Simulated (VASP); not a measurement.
Write the native input for VASP 6.6.1 that does the following.

```yaml
Task: relaxation of cell and atoms
Functional: PBE
Potentials_or_basis: VASP PAW PBE potentials, release 64 (Li_sv, Ge_d, H)
Cutoff: 600 eV
k_mesh: 6 × 6 × 4
Occupations: gaussian, width 0.1 eV
Spin: no spin polarisation
Dipole_correction: no
Further_INCAR_settings: ALGO = Normal; EDIFF = 1e-06; IBRION = 2; EDIFFG = -0.04; NSW = 90; ISIF = 3
```

The structure of LiGeH3 lies in POSCAR:

```
LiGeH3
1.0
    3.1742407900      0.0000000000      0.0000000000
    0.0000000000      3.1742407900      0.0000000000
    0.0000000000      0.0000000000      5.9884676000
Li Ge H
1 1 3
Direct
    0.0000000000      0.0000000000      0.5000000000
    0.5000000000      0.5000000000      0.5000000000
    0.0000000000      0.0000000000      0.2146266300
    0.0000000000      0.0000000000      0.7853733700
    0.0000000000      0.0000000000      0.0000000000
```

The cell was generated, and may not be a known phase.

One way to write it, as run:

INCAR

```
SYSTEM = LiGeH3
PREC     = Accurate       ! precision mode
ENCUT    = 600            ! plane-wave cutoff, eV
EDIFF    = 1E-6           ! SCF threshold, eV
ISMEAR   = 0              ! smearing method
SIGMA    = 0.1            ! smearing width, eV
LREAL    = .False.        ! projectors in reciprocal space
LASPH    = .True.         ! aspherical terms in the spheres
NELM     = 100            ! most SCF steps
ALGO     = Normal         ! electronic algorithm
ISIF     = 3              ! what is computed and relaxed
LWAVE    = .False.        ! write WAVECAR
LCHARG   = .False.        ! write CHGCAR
GGA      = PE             ! functional
IBRION   = 2              ! ionic algorithm
NSW      = 90             ! ionic steps
EDIFFG   = -0.04          ! ionic threshold
```

KPOINTS

```
regular mesh
0
Gamma
  6 6 4
  0 0 0
```

Potentials or basis: VASP PAW PBE potentials, release 64 (Li_sv, Ge_d, H).

Launch:

```console
$ cat potpaw_PBE.64/Li_sv/POTCAR potpaw_PBE.64/Ge_d/POTCAR potpaw_PBE.64/H/POTCAR > POTCAR
$ mpirun -np 1 vasp_std > vasp.out
```

Results of the run:

```
Relaxed volume                        : 13.88 Å³/atom
Relaxed cell                          : a = 3.512 Å, b = 3.512 Å, c = 5.628 Å, α = 90.00°, β = 90.00°, γ = 90.00°
Space group after relaxing (to 0.1 Å) : P4/mmm (No. 123)
Energy gained by relaxing             : 231.3 meV/atom
Ionic steps                           : 14
Pressure after relaxing               : 0.0 GPa
Largest force after relaxing          : 0.023 eV/Å
Band gap on the k mesh                : zero (bands 10 and 11 overlap by 2.72 eV)
```

Caveat: the cutoff is under 1.25 times the usual one of these potentials, so pressure, stress and relaxed cells hold a basis-set (Pulay) error; the volume moved by over 15 % at a fixed basis, so the end points are rough.

It took 100 s on 1 thread of Intel(R) Xeon(R) 6975P-C (Granite Rapids), with other jobs on the host, peak memory 0.21 GiB.
